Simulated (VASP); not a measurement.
# SiGe2 (P-3m1) in VASP: relaxation of cell and atoms with PBE

Aim: the relaxation of cell and atoms of SiGe2 with PBE.

Everything below comes from runs of VASP 6.6.1. Logs are shortened: lines on timing, memory, paths and dates and some standing lists are left out, and cuts for length are marked.

## Step 1: The cell of the first run

Symmetry: P-3m1, No. 164, trigonal system. The conventional cell has a = 4.009 Å, b = 4.009 Å, c = 9.747 Å, α = 90.00°, β = 90.00°, γ = 120.00°. Si (site symmetry 3m) has 1 Si at 2.36 Å and 3 Ge at 2.44 Å within 3.1 Å. Within 3.2 Å of Ge (site symmetry 3m) lie 3 Si at 2.44 Å and 1 Ge at 2.49 Å. Ge (site symmetry 3m) has 4 Ge at 2.46 to 2.49 Å within 3.3 Å.

## Step 2: Relaxation of cell and atoms, PBE

Input file INCAR:

```
PREC = Accurate ; ENCUT = 600
EDIFF = 1E-7 ; ISMEAR = 0
SIGMA = 0.02 ; LREAL = False
LASPH = True ; NELM = 100
ALGO = Normal ; ISIF = 3
LWAVE = False ; LCHARG = False
GGA = PE ; IBRION = 2
NSW = 100 ; EDIFFG = -0.01
```

Input file KPOINTS:

```
Automatic mesh
0
Gamma
  12 12 4
```

Input file POSCAR:

```
SiGe2
1.0
    4.0088815541      0.0000000000      0.0000000000
   -2.0044407770      3.4717932666      0.0000000000
    0.0000000000      0.0000000000      9.7469674848
Si Ge
2 4
Direct
    0.0000000000      0.0000000000      0.1209979179
    0.0000000000      0.0000000000      0.8790020821
    0.6666666667      0.3333333333      0.2017958706
    0.6666666667      0.3333333333      0.4569777796
    0.3333333333      0.6666666667      0.7982041294
    0.3333333333      0.6666666667      0.5430222204
```

Potentials or basis: VASP PAW PBE potentials, release 64 (Si, Ge_d).

Command:

```sh
$ cat potpaw_PBE.64/Si/POTCAR potpaw_PBE.64/Ge_d/POTCAR > POTCAR
$ mpirun -np 1 vasp_std > vasp.out
```

OUTCAR:

```text
PREC = Accurate
   ENCUT = 600
   EDIFF = 1E-7
   ISMEAR = 0
   LREAL = False
   LASPH = True
   NELM = 100
   ISIF = 3
   GGA = PE
   IBRION = 2
   NSW = 100
   EDIFFG = -0.01

 ion  position               nearest neighbor table
   1  0.000  0.000  0.121-   2 2.36   3 2.44   3 2.44   3 2.44
   2  0.000  0.000  0.879-   1 2.36   5 2.44   5 2.44   5 2.44
   3  0.667  0.333  0.202-   1 2.44   1 2.44   1 2.44   4 2.49
   4  0.667  0.333  0.457-   6 2.46   6 2.46   6 2.46   3 2.49
   5  0.333  0.667  0.798-   2 2.44   2 2.44   2 2.44   6 2.49
   6  0.333  0.667  0.543-   4 2.46   4 2.46   4 2.46   5 2.49

  LATTYP: Found a hexagonal cell.
 ALAT       =     4.0088815541
 C/A-ratio  =     2.4313433443

  Lattice vectors:

 A1 = (   4.0088815541,   0.0000000000,   0.0000000000)
 A2 = (  -2.0044407770,   3.4717932666,   0.0000000000)
 A3 = (   0.0000000000,   0.0000000000,   9.7469674848)

Analysis of symmetry for initial positions (statically):
=====================================================================
 Subroutine PRICEL returns:
 Original cell was already a primitive cell.

 Routine SETGRP: Setting up the symmetry group for a
 hexagonal supercell.

 Subroutine GETGRP returns: Found 12 space group operations
 (whereof 12 operations were pure point group operations)
 out of a pool of 24 trial point group operations.

The static configuration has the point symmetry D_3d.

Analysis of symmetry for dynamics (positions and initial velocities):
=====================================================================
 Subroutine PRICEL returns:
 Original cell was already a primitive cell.

 Routine SETGRP: Setting up the symmetry group for a
 hexagonal supercell.

 Subroutine GETGRP returns: Found 12 space group operations
 (whereof 12 operations were pure point group operations)
 out of a pool of 24 trial point group operations.

The dynamic configuration has the point symmetry D_3d.

 Subroutine INISYM returns: Found 12 space group operations
 (whereof 12 operations are pure point group operations),
 and found     1 'primitive' translations

----------------------------------------------------------------------------------------

                                     Primitive cell

  volume of cell :     135.6584

  direct lattice vectors                    reciprocal lattice vectors
     4.008881554  0.000000000  0.000000000     0.249446133  0.144017792  0.000000000
    -2.004440777  3.471793267  0.000000000     0.000000000  0.288035584  0.000000000
     0.000000000  0.000000000  9.746967485     0.000000000  0.000000000  0.102596013

  length of vectors
     4.008881554  4.008881554  9.746967485     0.288035584  0.288035584  0.102596013

  position of ions in fractional coordinates (direct lattice)
     0.000000000  0.000000000  0.120997918
     0.000000000  0.000000000  0.879002082
     0.666666667  0.333333333  0.201795871
     0.666666667  0.333333333  0.456977780
     0.333333333  0.666666667  0.798204129
     0.333333333  0.666666667  0.543022220

  ion indices of the primitive-cell ions
   primitive index   ion index
                 1           1
                 2           2
                 3           3
                 4           4
                 5           5
                 6           6

----------------------------------------------------------------------------------------

 KPOINTS: Automatic mesh

Automatic generation of k-mesh.
 Grid dimensions read from file:
 generate k-points for:   12   12    4

 Generating k-lattice:

  Cartesian coordinates                     Fractional coordinates (reciprocal lattice)
     0.020787178  0.012001483  0.000000000     0.083333333  0.000000000  0.000000000
     0.000000000  0.024002965  0.000000000     0.000000000  0.083333333  0.000000000
     0.000000000  0.000000000  0.025649003     0.000000000  0.000000000  0.250000000

  Length of vectors
     0.024002965  0.024002965  0.025649003

  Shift w.r.t. Gamma in fractional coordinates (k-lattice)
     0.000000000  0.000000000  0.000000000

 Subroutine IBZKPT returns following result:
 ===========================================

 Found     69 irreducible k-points:

 Following reciprocal coordinates:
            Coordinates               Weight
  0.000000  0.000000  0.000000      1.000000
  0.083333  0.000000  0.000000      6.000000
  0.166667  0.000000  0.000000      6.000000
  0.250000  0.000000  0.000000      6.000000
  0.333333  0.000000  0.000000      6.000000
  0.416667 -0.000000  0.000000      6.000000
[... 16 lines left out ...]
  0.166667  0.000000  0.250000      6.000000
  0.000000  0.166667  0.250000      6.000000
 [... further k-points ...]
   k-points           NKPTS =     69   k-points in BZ     NKDIM =     69   number of bands    NBANDS=     38
   number of dos      NEDOS =    301   number of ions     NIONS =      6
   total plane-waves  NPLWV =  81920
   dimension x,y,z NGX =    32 NGY =   32 NGZ =   80
   dimension x,y,z NGXF=    64 NGYF=   64 NGZF=  160
   ions per type =               2   4
   NGX,Y,Z   is equivalent  to a cutoff of  13.27, 13.27, 13.64 a.u.
   NGXF,Y,Z  is equivalent  to a cutoff of  26.54, 26.54, 27.29 a.u.
 SYSTEM =  unknown system
   PREC   = accura    normal or accurate (medium, high low for compatibility)
   ISTART =      0    job   : 0-new  1-cont  2-samecut
   ICHARG =      2    charge: 1-file 2-atom 10-const
   ISPIN  =      1    spin polarized calculation?
   LNONCOLLINEAR =      F non collinear calculations
   LSORBIT =      F    spin-orbit coupling
   LASPH  =      T    aspherical Exc in radial PAW
   ENCUT  =  600.0 eV  44.10 Ry    6.64 a.u.   8.01  8.01 19.47*2*pi/ulx,y,z
   NELM   =    100;   NELMIN=  2; NELMDL= -5     # of ELM steps
   EDIFF  = 0.1E-06   stopping-criterion for ELM
   LREAL  =      F    real-space projection
   EDIFFG = -.1E-01   stopping-criterion for IOM
   NSW    =    100    number of steps for IOM
   IBRION =      2    ionic relax: 0-MD 1-quasi-New 2-CG
   NFREE  =      1    steps in history (QN), initial steepest desc. (CG)
   ISIF   =      3    stress and relaxation
   ISYM   =      2    0-nonsym 1-usesym 2-fastsym
   POTIM  = 0.5000    time-step for ionic-motion
   TEBEG  =    0.0;   TEEND  =   0.0 temperature during run
   PSTRESS=    0.0 pullay stress
   NELECT =      64.0000    total number of electrons
   NUPDOWN=      -1.0000    fix difference up-down
   EMIN   =  10.00;   EMAX   =-10.00  energy-range for DOS
   EFERMI =   0.00;   METHOD = LEGACY
   ISMEAR =     0;   SIGMA  =   0.02  broadening in eV -4-tet -1-fermi 0-gaus
   EFERMI_NEDOS =   21; number of points for ismear=-14 and -15
   IALGO  =     38    algorithm
   IMIX   =      4    mixing-type and parameters
     AMIX     =   0.40;   BMIX     =  1.00
     AMIX_MAG =   1.60;   BMIX_MAG =  1.00
  volume/ion in A,a.u.               =      22.61       152.58
  Fermi-wavevector in a.u.,A,eV,Ry     =   1.274440  2.408342 22.098535  1.624197
  Thomas-Fermi vector in A             =   2.407208
   LORBIT       =      0    0 simple, 1 ext, 2 COOP (PROOUT), +10 PAW based schemes
   GGA     = PE    functional components
   LHFCALC =     F    Hartree Fock is set to
   AEXX    =    0.0000 exact exchange contribution
   IVDW    =     0    specifies the selected vdW correction
   LEPSILON=     F    determine dielectric tensor
   LRPA    =     F    only Hartree local field effects (RPA)
 conjugate gradient relaxation of ions
 non-spin polarized calculation
 Gauss-broadening in eV      SIGMA  =   0.02
  energy-cutoff  :      600.00
  volume of cell :      135.66
 maximum number of plane-waves:      4546
   NGX = 17   NGY = 17   NGZ = 39

--------------------------------------- Ionic step        1  -------------------------------------------

 number of electron      63.9999985 magnetization

 Free energy of the ion-electron system (eV)
  ---------------------------------------------------
  ext. energy  EPLUGINS =         0.00000000
  ---------------------------------------------------
  free energy    TOTEN  =       -28.82222687 eV

  energy without entropy =      -28.82222687  energy(sigma->0) =      -28.82222687

------------------------ aborting loop because EDIFF is reached ----------------------------------------

  FORCE on cell =-STRESS in cart. coord.  units (eV):
  Direction    XX          YY          ZZ          XY          YZ          ZX
  --------------------------------------------------------------------------------------
  -------------------------------------------------------------------------------------
  Total       -0.3715191     -0.3715191      0.3594749     -0.0000000     -0.0000000     -0.0000000
  in kB       -4.3877826     -4.3877826      4.2455357     -0.0000000     -0.0000000     -0.0000000
  external PRESSURE =      -1.5100098 kB  Pullay stress =       0.0000000 kB

 VOLUME and BASIS-vectors are now :
 -----------------------------------------------------------------------------
  energy-cutoff  :      600.00
  volume of cell :      135.66
      direct lattice vectors                 reciprocal lattice vectors
     4.008881554  0.000000000  0.000000000     0.249446133  0.144017792  0.000000000
    -2.004440777  3.471793267  0.000000000     0.000000000  0.288035584  0.000000000
     0.000000000  0.000000000  9.746967485     0.000000000  0.000000000  0.102596013
[... 121 lines left out ...]
 POSITION                                       TOTAL-FORCE (eV/Angst)
 -----------------------------------------------------------------------------------
     -0.00000     -0.00000      1.18196         0.000000      0.000000     -0.012530
      1.99823      3.46104      8.60012        -0.000000     -0.000000      0.012530
      1.99823      1.15368      1.97487         0.000000      0.000000     -0.001670
      1.99823      1.15368      4.46445         0.000000      0.000000     -0.005663
     -0.00000      2.30736      7.80721        -0.000000     -0.000000      0.001670
     -0.00000      2.30736      5.31763        -0.000000     -0.000000      0.005663
 -----------------------------------------------------------------------------------
    total drift:                               -0.000000      0.000000     -0.000000

  FREE ENERGIE OF THE ION-ELECTRON SYSTEM (eV)
  ---------------------------------------------------
  free  energy   TOTEN  =       -28.8243183474 eV

  energy  without entropy=      -28.8243183474  energy(sigma->0) =      -28.82431835

--------------------------------------- Ionic step        5  -------------------------------------------

 number of electron      63.9999989 magnetization

 Free energy of the ion-electron system (eV)
  ---------------------------------------------------
  ext. energy  EPLUGINS =         0.00000000
  ---------------------------------------------------
  free energy    TOTEN  =       -28.82432753 eV

  energy without entropy =      -28.82432753  energy(sigma->0) =      -28.82432753

 E-fermi :   5.0830     XC(G=0):  -9.6123

 val. band max:        4.9322970061   @ k =   0.0000   0.0000   0.0000
 cond. band min:       5.3779377785   @ k =   0.5000   0.0000   0.5000
 fundamental gap:      0.4456407724
 Fermi energy:         5.0829955312

 k-point     1 :       0.0000    0.0000    0.0000
  band No.  band energies     occupation
      1     -19.6960      2.00000
      2     -19.6960      2.00000
      3     -19.6714      2.00000
      4     -19.6688      2.00000
      5     -19.6325      2.00000
      6     -19.6324      2.00000
[... 973 lines left out ...]
     37       8.4216      0.00000
     38       8.5752      0.00000

 [... further k-points ...]
[... 5 lines left out ...]
  --------------------------------------------------------------------------------------
  -------------------------------------------------------------------------------------
  Total       -0.0047488     -0.0047488      0.0104435     -0.0000000      0.0000000      0.0000000
  in kB       -0.0562296     -0.0562296      0.1236577     -0.0000000      0.0000000      0.0000000
  external PRESSURE =       0.0037328 kB  Pullay stress =       0.0000000 kB

 VOLUME and BASIS-vectors are now :
 -----------------------------------------------------------------------------
  energy-cutoff  :      600.00
  volume of cell :      135.31
      direct lattice vectors                 reciprocal lattice vectors
     3.996247963 -0.000000000 -0.000000000     0.250234723  0.144473084  0.000000000
    -1.998123981  3.460852255  0.000000000     0.000000000  0.288946169  0.000000000
    -0.000000000 -0.000000000  9.783582343     0.000000000 -0.000000000  0.102212049

 POSITION                                       TOTAL-FORCE (eV/Angst)
 -----------------------------------------------------------------------------------
      1.99812      3.46085      1.18174         0.000000      0.000000     -0.005653
     -0.00000     -0.00000      8.60184        -0.000000     -0.000000      0.005653
      1.99812      1.15362      1.97541         0.000000      0.000000     -0.007733
      1.99812      1.15362      4.46454        -0.000000     -0.000000      0.004364
     -0.00000      2.30723      7.80817        -0.000000     -0.000000      0.007733
     -0.00000      2.30723      5.31904         0.000000      0.000000     -0.004364
 -----------------------------------------------------------------------------------
    total drift:                               -0.000000      0.000000     -0.000000

  FREE ENERGIE OF THE ION-ELECTRON SYSTEM (eV)
  ---------------------------------------------------
  free  energy   TOTEN  =       -28.8243275340 eV

  energy  without entropy=      -28.8243275340  energy(sigma->0) =      -28.82432753

 reached required accuracy - stopping structural energy minimisation
```

Run time: 31 min. Hardware: 1 thread of Oxide Virtual Turin-like, shared host; peak memory 0.48 GiB.

What came out:

* Free energy: -28.8243 eV
* Relaxed volume: 22.55 Å³/atom
* Relaxed cell: a = 3.996 Å, b = 3.996 Å, c = 9.784 Å, α = 90.00°, β = 90.00°, γ = 120.00°
* Space group after relaxing (to 0.1 Å): P-3m1 (No. 164)
* Energy gained by relaxing: 0.4 meV/atom
* Ionic steps: 5
* Pressure after relaxing: 0.0 GPa
* Largest force after relaxing: 0.008 eV/Å
* Band gap on the k mesh: 0.45 eV (least direct gap 0.56 eV)

Forces on the atoms (eV/Å):
```
Si   0.000  0.000 -0.006
Si   0.000  0.000  0.006
Ge   0.000  0.000 -0.008
Ge   0.000  0.000  0.004
Ge   0.000  0.000  0.008
Ge   0.000  0.000 -0.004
```

Step by step:
```tsv
step	energy change (eV)	largest force (eV/Å)	pressure (GPa)	volume (Å³)
1	0.0000	0.0482	-0.15	135.66
2	-0.0016	0.0643	0.06	135.24
3	-0.0016	0.0641	0.05	135.27
4	-0.0021	0.0125	0.05	135.31
5	-0.0021	0.0077	0.00	135.31
```

Final structure:
```yaml
crystal:
  lattice:
    - [3.99625, 0.00000, 0.00000]
    - [-1.99812, 3.46085, 0.00000]
    - [0.00000, 0.00000, 9.78358]
  atoms:
    - { symbol: Si, position: [0.00000, 0.00000, 0.12079] }
    - { symbol: Si, position: [0.00000, 0.00000, 0.87921] }
    - { symbol: Ge, position: [0.66667, 0.33333, 0.20191] }
    - { symbol: Ge, position: [0.66667, 0.33333, 0.45633] }
    - { symbol: Ge, position: [0.33333, 0.66667, 0.79809] }
    - { symbol: Ge, position: [0.33333, 0.66667, 0.54367] }
```

Levels at points of the mesh, in eV from the valence-band top:
```tsv
k point	band 29	band 30	band 31	band 32	band 33	band 34	band 35	band 36
(0.00, 0.00, 0.00)	-1.01	-0.08	0.00	0.00	0.56	0.74	0.86	2.45
(0.50, 0.00, 0.00)	-2.87	-2.87	-1.92	-1.81	0.74	0.74	1.74	1.78
(0.00, 0.00, 0.50)	-0.63	-0.63	-0.36	-0.36	0.46	1.24	1.32	2.94
(0.50, 0.00, 0.50)	-2.76	-2.52	-1.32	-1.32	0.45	0.93	1.21	2.68
```

A k mesh can miss the band edges.
